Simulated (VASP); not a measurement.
Wanted: the native input for a VASP 6.6.1 run.

* Task: single point
* Functional: PBE
* Potentials or basis: VASP PAW PBE potentials, release 64 (Pd, Co, O)
* Cutoff: 520 eV
* k mesh: 11 × 11 × 11
* Occupations: fermi-dirac, width 0.05 eV
* Spin: no spin polarisation
* Dipole correction: no
* Further INCAR settings: ALGO = Normal; EDIFF = 1e-06; NBANDS = 24

The structure of CoPdO2 lies in POSCAR:

```
CoPdO2
1.0
    1.4316899074      0.8265865534      5.9577715763
   -1.4316899074      0.8265865534      5.9577715763
    0.0000000000     -1.6531731068      5.9577715763
Pd Co O
1 1 2
Direct
    0.0000000000      0.0000000000      0.0000000000
    0.5000000000      0.5000000000      0.5000000000
    0.1124760000      0.1124760000      0.1124760000
    0.8875240000      0.8875240000      0.8875240000
```

The input as run:

INCAR

```
SYSTEM = CoPdO2
ALGO = Normal
EDIFF = 1E-6
ENCUT = 520
GGA = PE
ISIF = 2
ISMEAR = -1
LASPH = .TRUE.
LCHARG = .TRUE.
LELF = .TRUE.
LREAL = .FALSE.
LVHAR = .TRUE.
LWAVE = .FALSE.
NBANDS = 24
NELM = 100
PREC = Accurate
SIGMA = 0.05
```

KPOINTS

```
k-points
0
G
  11 11 11
  0 0 0
```

Potentials or basis: VASP PAW PBE potentials, release 64 (Pd, Co, O).

Launch:

```console
$ cat potpaw_PBE.64/Pd/POTCAR potpaw_PBE.64/Co/POTCAR potpaw_PBE.64/O/POTCAR > POTCAR
$ mpirun -np 1 vasp_std > vasp.out
```

Results of the run:

- Pressure: -1.1 GPa
- Largest force: 0.095 eV/Å

Caveat: an odd number of electrons without spin polarisation forces a metal; a magnetic or distorted state may lie lower; the run has no spin polarisation, though such a crystal can be magnetic.

Wall time 14 min on 1 thread of AMD EPYC 7R13 Processor (Zen 3), on a shared host, peak memory 0.39 GiB.
